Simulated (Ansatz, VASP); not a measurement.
ZnS in VASP and in Ansatz

The input POSCAR:

```
ZnS
1.0
    5.3890263905      0.0000000000      0.0000000000
    0.0000000000     -5.3890263905      0.0000000000
    0.0000000000      0.0000000000     -5.3890263905
Zn S
4 4
Direct
    0.0048962882     -0.0140578427      0.0054465906
    0.5063455248      0.4982939287     -0.0017039282
    0.4990604303      0.0051830204      0.5076334055
   -0.0062854820      0.5033247609      0.5000826148
    0.7505906913      0.7524937675      0.7485458871
    0.2502586816      0.2505534893      0.7499035562
    0.2392490758      0.7525213710      0.2444439309
    0.7558847901      0.2516875050      0.2456479429
```

Contents of INCAR.step1:

```
PREC = Accurate ; ENCUT = 520
ISMEAR = 0 ; SIGMA = 0.05
LREAL = F ; LASPH = T
NELM = 100 ; NBANDS = 46
GGA = PE ; ALGO = Normal
EDIFF = 1E-4 ; LWAVE = T
LCHARG = F
```

File INCAR.step2:

```
PREC = Accurate ; ENCUT = 520
EDIFF = 1E-6 ; ISMEAR = 0
SIGMA = 0.05 ; LREAL = F
LASPH = T ; NELM = 100
ALGO = Normal ; ISIF = 2
LWAVE = F ; LCHARG = F
METAGGA = R2SCAN ; LMIXTAU = T
NBANDS = 46 ; ISTART = 1
```

File KPOINTS:

```
regular mesh
0
Gamma
  4 4 4
```

Input for Ansatz:

```yaml
crystal:
  lattice:
    - [5.3890263905, 0.0, 0.0]
    - [0.0, -5.3890263905, 0.0]
    - [0.0, 0.0, -5.3890263905]
  atoms:
    - { symbol: Zn, position: [0.0048962882, -0.0140578427, 0.0054465906] }
    - { symbol: Zn, position: [0.5063455248, 0.4982939287, -0.0017039282] }
    - { symbol: Zn, position: [0.4990604303, 0.0051830204, 0.5076334055] }
    - { symbol: Zn, position: [-0.006285482, 0.5033247609, 0.5000826148] }
    - { symbol: S, position: [0.7505906913, 0.7524937675, 0.7485458871] }
    - { symbol: S, position: [0.2502586816, 0.2505534893, 0.7499035562] }
    - { symbol: S, position: [0.2392490758, 0.752521371, 0.2444439309] }
    - { symbol: S, position: [0.7558847901, 0.251687505, 0.2456479429] }
basis:
  ecutwfc: 500
kpoints:
  mp_grid: { grid: [4, 4, 4] }
hamiltonian:
  xc: r2scan
scf:
  occupations: { method: gaussian, width: 0.05 }
output:
  forces: true
  stress: true
  eigenvalues: true
```

Change from the starting cell: all atoms moved at random (sigma 0.03 Å a component).

Alike in both runs: task single point; functional r2SCAN; k mesh 4 × 4 × 4; occupations gaussian, width 0.05 eV; no spin polarisation.

|  | VASP | Ansatz |
| --- | --- | --- |
| version | VASP 6.6.1 | Ansatz 0.2.0 |
| potentials or method | VASP PAW PBE potentials, release 64 (Zn, S), cutoff 520 eV | scalar-relativistic, plane waves, PAW |
| valence electrons in the cell | 72 | 72 |

|  | VASP | Ansatz | Ansatz less VASP |
| --- | --- | --- | --- |
| gap on the k mesh at the Fermi level (eV) | 2.68 | 2.67 | -0.010 |
| least direct gap on the mesh (eV) | 2.68 | 2.67 | -0.010 |
| pressure (GPa) | 0.4 | 0.3 | -0.04 |
| traceless stress, the component that is largest in VASP (GPa) | 0.88 | 0.87 | -0.005 |
| rms of the force components (eV/Å) | 0.362 | 0.361 | -0.0015 |

VASP's potentials were made for PBE, not for r2SCAN. Atom by atom the forces differ by 0.007 eV/Å (rms over components).
